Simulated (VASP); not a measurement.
# PbO3 (ReO3 type): single point with PBE

Crystal: PbO3 (ReO3 type).

```
Pb O
1.0
     4.32468    0.00000    0.00000
     0.00000    4.32468    0.00000
     0.00000    0.00000    4.32468
Pb O
1 3
Direct
  0.00000 0.00000 0.00000
  0.50000 0.00000 0.00000
  0.00000 0.50000 0.00000
  0.00000 0.00000 0.50000
```

| Quantity | Value |
| --- | --- |
| Program | VASP 6.6.1 |
| Task | single point |
| Functional | PBE |
| Potentials or basis | VASP PAW PBE potentials, release 64 (Pb_d, O) |
| Cutoff | 520 eV |
| k mesh | 13 × 13 × 13 |
| Occupations | fermi-dirac, width 0.0612256 eV |
| Spin | no spin polarisation |

```json
{
 "Pressure": "-1.1 GPa",
 "Band gap on the k mesh": "zero (bands 16 and 17 overlap by 0.66 eV)"
}
```

Levels at points of the mesh, in eV from the Fermi level:
```
           k point  band 13  band 14  band 15  band 16  band 17  band 18  band 19  band 20
(0.00, 0.00, 0.00)    -0.38    -0.38    -0.38    -0.28    -0.28    -0.28     7.81    12.35
```

It took 2.1 min on 1 thread of Intel Xeon 8259CL, with other jobs on the host, peak memory 0.27 GiB.

Caveat: semilocal functionals underestimate gaps, so a narrow gap can read as zero; spin-orbit coupling is left out, which moves the levels of the heavy elements.
